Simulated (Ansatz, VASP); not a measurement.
AlNi in VASP and in Ansatz

```
CELL_PARAMETERS angstrom
2.05488 -2.05483 0.00000
2.05488 2.05483 0.00000
0.00000 0.00000 3.02190
ATOMIC_POSITIONS crystal
Al 0.00000 0.00000 0.00000
Ni 0.50000 0.50000 0.50000
```

Alike in both runs: task single point; functional PBEsol; k mesh 16 × 16 × 16; occupations gaussian, width 0.15 eV; no spin polarisation.

|  | VASP | Ansatz |
| --- | --- | --- |
| version | VASP 6.6.1 | Ansatz 0.2.0 |
| potentials or method | VASP PAW PBE potentials, release 64 (Al, Ni), cutoff 520 eV | scalar-relativistic, plane waves, PAW |
| valence electrons in the cell | 13 | 21 |

|  | VASP | Ansatz | Ansatz less VASP |
| --- | --- | --- | --- |
| gap on the k mesh at the Fermi level (eV) | none | none | - |
| pressure (GPa) | -11.9 | -12.1 | -0.20 |
| traceless stress, the component that is largest in VASP (GPa) | -1.46 | -1.41 | +0.041 |

VASP's potentials were made for PBE, not for PBEsol, and Ansatz warns of the same on its side. A gap of «none» marks a metal or a gap that the smearing closes. VASP's potentials hold 13 valence electrons a cell and Ansatz's 21, so a difference there can come from the potentials and not from the codes. Ansatz's warnings: near symmetry operations not taken.
